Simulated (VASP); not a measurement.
A run of VASP 6.6.1:

INCAR

```
PREC = Accurate
ENCUT = 520
EDIFF = 1E-6
ISMEAR = 0
SIGMA = 0.1
LREAL = False
LASPH = True
NELM = 100
ALGO = Fast
ISIF = 2
LWAVE = False
LCHARG = False
GGA = PE
NBANDS = 13
```

File KPOINTS:

```
Automatic mesh
0
Gamma
  18 18 18
```

Contents of POSCAR:

```
Mo
1.0
   -1.5802194351      1.5802194351      1.5802194351
    1.5802194351     -1.5802194351      1.5802194351
    1.5802194351      1.5802194351     -1.5802194351
Mo
1
Direct
    0.0000000000      0.0000000000      0.0000000000
```

Potentials or basis: VASP PAW PBE potentials, release 64 (Mo_sv).

Command:

```sh
$ cat potpaw_PBE.64/Mo_sv/POTCAR > POTCAR
$ mpirun -np 1 vasp_std > vasp.out
```

Hardware: 1 thread of Intel(R) Xeon(R) Platinum 8259CL CPU @ 2.50GHz (Skylake/Cascade Lake), with other jobs on the host.

**Question.** Estimate the wall time of this run.

**Answer.** It took 24 s on 1 thread of Intel(R) Xeon(R) Platinum 8259CL CPU @ 2.50GHz (Skylake/Cascade Lake) (shared host), peak memory 0.15 GiB. Counts: scf iterations 12, k points 195.
